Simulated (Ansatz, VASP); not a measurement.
**SiW2: VASP beside Ansatz**

```xyz
6
Lattice="3.6914 0.0000 0.0000 0.0000 3.6914 0.0000 0.0000 0.0000 6.7605" Properties=species:S:1:pos:R:3 pbc="T T T"
Si    0.0000    1.8457    4.8284
Si    1.8457    0.0000    1.9321
W     0.0000    0.0000    0.0000
W     1.8457    1.8457    0.0000
W     0.0000    1.8457    2.3069
W     1.8457    0.0000    4.4536
```

Change from the starting cell: species swapped into the GdSe2 type (P4/nmm, No. 129).

Alike in both runs: functional PBE; k mesh 10 × 10 × 6; occupations gaussian, width 0.1 eV; no spin polarisation.

Ansatz relaxed the structure, and its values are those at the end. VASP's run is a single point on that final structure, the one shown.

```csv
,VASP,Ansatz
version,VASP 6.6.1,Ansatz 0.2.0
potentials or method,"VASP PAW PBE potentials, release 64 (Si, W_sv), cutoff 520 eV","scalar-relativistic, plane waves, PAW"
valence electrons in the cell,64,64
```

Ansatz gave:

| Property | Result |
| --- | --- |
| gap on the k mesh at the Fermi level (eV) | none |
| pressure (GPa) | 0.0 |

Question: Which values does VASP return?

Answer: gap on the k mesh at the Fermi level (eV): none; pressure (GPa): 0.3.

A gap of «none» marks a metal or a gap that the smearing closes.

Neither program's run includes spin-orbit coupling.
